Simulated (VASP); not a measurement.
# AlGaN2 (P-4m2) in VASP: a series of runs

Runs on AlGaN2. Level: LDA. Tasks: single point.

All numbers are computed with VASP 6.6.1; they aren't measurements. Logs are shortened: lines on timing, memory, paths and dates and some standing lists are left out, and cuts for length are marked.

**1. The cell of the first run**

The structure is tetragonal, space group P-4m2 (No. 115). The conventional cell has a = 3.240 Å, b = 3.240 Å, c = 4.173 Å, α = 90.00°, β = 90.00°, γ = 90.00°. Al (site symmetry -4m2) has 4 N at 1.90 Å within 2.5 Å. Within 2.6 Å of Ga (site symmetry -4m2) lie 4 N at 1.95 Å. N (site symmetry 2mm) has 2 Al at 1.90 Å and 2 Ga at 1.95 Å within 2.5 Å.

**2. Single point, LDA (biaxial strain in the a-b plane: +4.0 %, then relaxed in part)**

INCAR

```
SYSTEM = AlGaN2
ALGO = Normal
EDIFF = 1E-7
ENCUT = 520
ISIF = 2
ISMEAR = 0
LASPH = .TRUE.
LCHARG = .FALSE.
LREAL = .FALSE.
LWAVE = .FALSE.
NBANDS = 21
NELM = 100
PREC = Accurate
SIGMA = 0.02
```

KPOINTS

```
k-points
0
G
  8 8 6
  0 0 0
```

POSCAR

```
AlGaN2
1.0
    3.2398979258      0.0000000000      0.0000000000
    0.0000000000      3.2398979258      0.0000000000
    0.0000000000      0.0000000000      4.1728384466
Al Ga N
1 1 2
Direct
    0.5000000000      0.5000000000      0.5000000000
    0.0000000000      0.0000000000      0.0000000000
    0.5000000000      0.0000000000      0.7385470452
    0.0000000000      0.5000000000      0.2614529548
```

Potentials or basis: VASP PAW LDA potentials, release 64 (Al, Ga_d, N).

Run with:

```sh
> cat potpaw_LDA.64/Al/POTCAR potpaw_LDA.64/Ga_d/POTCAR potpaw_LDA.64/N/POTCAR > POTCAR
> mpirun -np 1 vasp_std > vasp.out
```

OUTCAR:

```text
SYSTEM = AlGaN2
   EDIFF = 1E-7
   ENCUT = 520
   ISIF = 2
   ISMEAR = 0
   LASPH = .TRUE.
   LREAL = .FALSE.
   NELM = 100
   PREC = Accurate

 ion  position               nearest neighbor table
   1  0.500  0.500  0.500-   3 1.90   4 1.90   3 1.90   4 1.90   2 3.10   2 3.10   2 3.10   2 3.10
                             2 3.10   2 3.10   2 3.10   2 3.10
   2  0.000  0.000  0.000-   3 1.95   4 1.95   4 1.95   3 1.95   1 3.10   1 3.10   1 3.10   1 3.10
                             1 3.10   1 3.10   1 3.10   1 3.10
   3  0.500  0.000  0.739-   1 1.90   1 1.90   2 1.95   2 1.95
   4  0.000  0.500  0.261-   1 1.90   1 1.90   2 1.95   2 1.95

  LATTYP: Found a simple tetragonal cell.
 ALAT       =     3.2398979258
 C/A-ratio  =     1.2879536770

  Lattice vectors:

 A1 = (   3.2398979258,   0.0000000000,   0.0000000000)
 A2 = (   0.0000000000,   3.2398979258,   0.0000000000)
 A3 = (   0.0000000000,   0.0000000000,   4.1728384466)

Analysis of symmetry for initial positions (statically):
=====================================================================
 Subroutine PRICEL returns:
 Original cell was already a primitive cell.

 Routine SETGRP: Setting up the symmetry group for a
 simple tetragonal supercell.

 Subroutine GETGRP returns: Found  8 space group operations
 (whereof  8 operations were pure point group operations)
 out of a pool of 16 trial point group operations.

The static configuration has the point symmetry D_2d.

Analysis of symmetry for dynamics (positions and initial velocities):
=====================================================================
 Subroutine PRICEL returns:
 Original cell was already a primitive cell.

 Routine SETGRP: Setting up the symmetry group for a
 simple tetragonal supercell.

 Subroutine GETGRP returns: Found  8 space group operations
 (whereof  8 operations were pure point group operations)
 out of a pool of 16 trial point group operations.

The dynamic configuration has the point symmetry D_2d.

 Subroutine INISYM returns: Found  8 space group operations
 (whereof  8 operations are pure point group operations),
 and found     1 'primitive' translations

----------------------------------------------------------------------------------------

                                     Primitive cell

  volume of cell :      43.8020

  direct lattice vectors                    reciprocal lattice vectors
     3.239897926  0.000000000  0.000000000     0.308651699  0.000000000  0.000000000
     0.000000000  3.239897926  0.000000000     0.000000000  0.308651699  0.000000000
     0.000000000  0.000000000  4.172838447     0.000000000  0.000000000  0.239645031

  length of vectors
     3.239897926  3.239897926  4.172838447     0.308651699  0.308651699  0.239645031

  position of ions in fractional coordinates (direct lattice)
     0.500000000  0.500000000  0.500000000
     0.000000000  0.000000000  0.000000000
     0.500000000  0.000000000  0.738547045
     0.000000000  0.500000000  0.261452955

  ion indices of the primitive-cell ions
   primitive index   ion index
                 1           1
                 2           2
                 3           3
                 4           4

----------------------------------------------------------------------------------------

 KPOINTS: k-points

Automatic generation of k-mesh.
 Grid dimensions read from file:
 generate k-points for:    8    8    6

 Generating k-lattice:

  Cartesian coordinates                     Fractional coordinates (reciprocal lattice)
     0.038581462  0.000000000  0.000000000     0.125000000  0.000000000  0.000000000
     0.000000000  0.038581462  0.000000000     0.000000000  0.125000000  0.000000000
     0.000000000  0.000000000  0.039940839     0.000000000  0.000000000  0.166666667

  Length of vectors
     0.038581462  0.038581462  0.039940839

  Shift w.r.t. Gamma in fractional coordinates (k-lattice)
     0.000000000  0.000000000  0.000000000

 Subroutine IBZKPT returns following result:
 ===========================================

 Found     60 irreducible k-points:

 Following reciprocal coordinates:
            Coordinates               Weight
  0.000000  0.000000  0.000000      1.000000
  0.125000  0.000000  0.000000      4.000000
  0.250000  0.000000  0.000000      4.000000
  0.375000  0.000000  0.000000      4.000000
  0.500000  0.000000  0.000000      2.000000
  0.125000  0.125000  0.000000      4.000000
[... 16 lines left out ...]
  0.375000  0.125000  0.166667     16.000000
  0.500000  0.125000  0.166667      8.000000
 [... further k-points ...]
   k-points           NKPTS =     60   k-points in BZ     NKDIM =     60   number of bands    NBANDS=     21
   number of dos      NEDOS =    301   number of ions     NIONS =      4
   total plane-waves  NPLWV =  18432
   dimension x,y,z NGX =    24 NGY =   24 NGZ =   32
   dimension x,y,z NGXF=    48 NGYF=   48 NGZF=   64
   ions per type =               1   1   2
   NGX,Y,Z   is equivalent  to a cutoff of  12.31, 12.31, 12.75 a.u.
   NGXF,Y,Z  is equivalent  to a cutoff of  24.63, 24.63, 25.50 a.u.
 SYSTEM =  AlGaN2
   PREC   = accura    normal or accurate (medium, high low for compatibility)
   ISTART =      0    job   : 0-new  1-cont  2-samecut
   ICHARG =      2    charge: 1-file 2-atom 10-const
   ISPIN  =      1    spin polarized calculation?
   LNONCOLLINEAR =      F non collinear calculations
   LSORBIT =      F    spin-orbit coupling
   LASPH  =      T    aspherical Exc in radial PAW
   ENCUT  =  520.0 eV  38.22 Ry    6.18 a.u.   6.02  6.02  7.76*2*pi/ulx,y,z
   NELM   =    100;   NELMIN=  2; NELMDL= -5     # of ELM steps
   EDIFF  = 0.1E-06   stopping-criterion for ELM
   LREAL  =      F    real-space projection
   EDIFFG = 0.1E-05   stopping-criterion for IOM
   NSW    =      0    number of steps for IOM
   IBRION =     -1    ionic relax: 0-MD 1-quasi-New 2-CG
   NFREE  =      0    steps in history (QN), initial steepest desc. (CG)
   ISIF   =      2    stress and relaxation
   ISYM   =      2    0-nonsym 1-usesym 2-fastsym
   POTIM  = 0.5000    time-step for ionic-motion
   TEBEG  =    0.0;   TEEND  =   0.0 temperature during run
   PSTRESS=    0.0 pullay stress
   NELECT =      26.0000    total number of electrons
   NUPDOWN=      -1.0000    fix difference up-down
   EMIN   =  10.00;   EMAX   =-10.00  energy-range for DOS
   EFERMI =   0.00;   METHOD = LEGACY
   ISMEAR =     0;   SIGMA  =   0.02  broadening in eV -4-tet -1-fermi 0-gaus
   EFERMI_NEDOS =   21; number of points for ismear=-14 and -15
   IALGO  =     38    algorithm
   IMIX   =      4    mixing-type and parameters
     AMIX     =   0.40;   BMIX     =  1.00
     AMIX_MAG =   1.60;   BMIX_MAG =  1.00
  volume/ion in A,a.u.               =      10.95        73.90
  Fermi-wavevector in a.u.,A,eV,Ry     =   1.375840  2.599960 25.754947  1.892935
  Thomas-Fermi vector in A             =   2.501139
   LORBIT       =      0    0 simple, 1 ext, 2 COOP (PROOUT), +10 PAW based schemes
   GGA     = CA    functional components
   LHFCALC =     F    Hartree Fock is set to
   AEXX    =    0.0000 exact exchange contribution
   IVDW    =     0    specifies the selected vdW correction
   LEPSILON=     F    determine dielectric tensor
   LRPA    =     F    only Hartree local field effects (RPA)
 non-spin polarized calculation
 Gauss-broadening in eV      SIGMA  =   0.02
  energy-cutoff  :      520.00
  volume of cell :       43.80
 maximum number of plane-waves:      1216
   NGX = 13   NGY = 13   NGZ = 15

 number of electron      26.0000010 magnetization

 Free energy of the ion-electron system (eV)
  ---------------------------------------------------
  ext. energy  EPLUGINS =         0.00000000
  ---------------------------------------------------
  free energy    TOTEN  =       -30.21729578 eV

  energy without entropy =      -30.21729578  energy(sigma->0) =      -30.21729578

 E-fermi :   5.4670     XC(G=0): -11.7121

 val. band max:        5.3562821373   @ k =   0.0000   0.0000   0.0000
 cond. band min:       8.1817454757   @ k =   0.0000   0.0000   0.0000
 fundamental gap:      2.8254633384
 Fermi energy:         5.4670113009

 k-point     1 :       0.0000    0.0000    0.0000
  band No.  band energies     occupation
      1      -9.9624      2.00000
      2      -8.6492      2.00000
      3      -7.7641      2.00000
      4      -7.7641      2.00000
      5      -7.7177      2.00000
      6      -7.5412      2.00000
[... 13 lines left out ...]
     20      18.8035      0.00000
     21      19.5699      0.00000

 k-point     2 :       0.1250    0.0000    0.0000
  band No.  band energies     occupation
      1      -9.8352      2.00000
      2      -8.6474      2.00000
      3      -7.7620      2.00000
      4      -7.7582      2.00000
      5      -7.7027      2.00000
      6      -7.5511      2.00000
[... 13 lines left out ...]
     20      18.5914      0.00000
     21      19.1141      0.00000

 k-point     3 :       0.2500    0.0000    0.0000
  band No.  band energies     occupation
      1      -9.4971      2.00000
      2      -8.6548      2.00000
      3      -7.7568      2.00000
      4      -7.7218      2.00000
      5      -7.6347      2.00000
      6      -7.5749      2.00000
[... 13 lines left out ...]
     20      17.9892      0.00000
     21      18.1478      0.00000
[... 457 lines left out ...]
 k-point    23 :       0.3750    0.1250    0.1667
  band No.  band energies     occupation
      1      -8.9988      2.00000
      2      -8.6743      2.00000
      3      -7.7555      2.00000
      4      -7.6528      2.00000
      5      -7.6172      2.00000
      6      -7.2738      2.00000
[... 13 lines left out ...]
     20      17.4884      0.00000
     21      17.7431      0.00000

 k-point    24 :       0.5000    0.1250    0.1667
  band No.  band energies     occupation
      1      -8.8410      2.00000
      2      -8.7209      2.00000
      3      -7.7508      2.00000
      4      -7.6430      2.00000
      5      -7.6270      2.00000
      6      -6.8782      2.00000
[... 13 lines left out ...]
     20      17.3105      0.00000
     21      17.5154      0.00000

 [... further k-points ...]

------------------------ aborting loop because EDIFF is reached ----------------------------------------

  FORCE on cell =-STRESS in cart. coord.  units (eV):
  Direction    XX          YY          ZZ          XY          YZ          ZX
  --------------------------------------------------------------------------------------
  -------------------------------------------------------------------------------------
  Total       -2.3995699     -2.3995699      0.1904039      0.0000000      0.0000000      0.0000000
  in kB      -87.7707397    -87.7707397      6.9645376      0.0000000      0.0000000      0.0000000
  external PRESSURE =     -56.1923139 kB  Pullay stress =       0.0000000 kB

 VOLUME and BASIS-vectors are now :
 -----------------------------------------------------------------------------
  energy-cutoff  :      520.00
  volume of cell :       43.80
      direct lattice vectors                 reciprocal lattice vectors
     3.239897926  0.000000000  0.000000000     0.308651699  0.000000000  0.000000000
     0.000000000  3.239897926  0.000000000     0.000000000  0.308651699  0.000000000
     0.000000000  0.000000000  4.172838447     0.000000000  0.000000000  0.239645031

 POSITION                                       TOTAL-FORCE (eV/Angst)
 -----------------------------------------------------------------------------------
      1.61995      1.61995      2.08642         0.000000      0.000000      0.000000
      0.00000      0.00000      0.00000         0.000000      0.000000      0.000000
      1.61995      0.00000      3.08184         0.000000      0.000000     -0.026506
      0.00000      1.61995      1.09100        -0.000000      0.000000      0.026506
 -----------------------------------------------------------------------------------
    total drift:                                0.000000      0.000000      0.000000

  FREE ENERGIE OF THE ION-ELECTRON SYSTEM (eV)
  ---------------------------------------------------
  free  energy   TOTEN  =       -30.2172957761 eV

  energy  without entropy=      -30.2172957761  energy(sigma->0) =      -30.21729578
```

Run time: 23 s. Hardware: 1 thread of Intel Xeon Platinum 8375C at 2.90GHz (Ice Lake), shared host; peak memory 0.17 GiB.

What came out:

```
Free energy            : -30.2173 eV
Pressure               : -5.6 GPa
Largest force          : 0.027 eV/Å
Band gap on the k mesh : 2.83 eV, direct
```

Forces on the atoms (eV/Å):
```
Al   0.000  0.000  0.000
Ga   0.000  0.000  0.000
N    0.000  0.000 -0.027
N    0.000  0.000  0.027
```

Levels at points of the mesh, in eV from the valence-band top:
```tsv
k point	band 10	band 11	band 12	band 13	band 14	band 15	band 16	band 17
(0.00, 0.00, 0.00)	-2.77	-0.09	-0.09	0.00	2.83	3.26	6.46	11.08
(0.50, 0.00, 0.00)	-2.58	-2.45	-1.30	-1.08	6.75	6.85	7.38	7.78
(0.50, 0.50, 0.00)	-2.00	-2.00	-2.00	-1.98	3.46	3.46	6.74	8.93
(0.00, 0.00, 0.50)	-1.82	-1.82	-1.28	-1.28	5.35	5.62	7.39	8.41
(0.50, 0.00, 0.50)	-1.26	-0.88	-0.61	-0.23	4.94	6.20	9.07	9.36
(0.50, 0.50, 0.50)	-4.01	-3.28	-3.27	-3.27	6.69	6.69	8.73	10.29
```

Caveat: the cell differs from its parent crystal (biaxial strain in the a-b plane: +4.0 %, then relaxed in part).

[end of part 1 of 2]
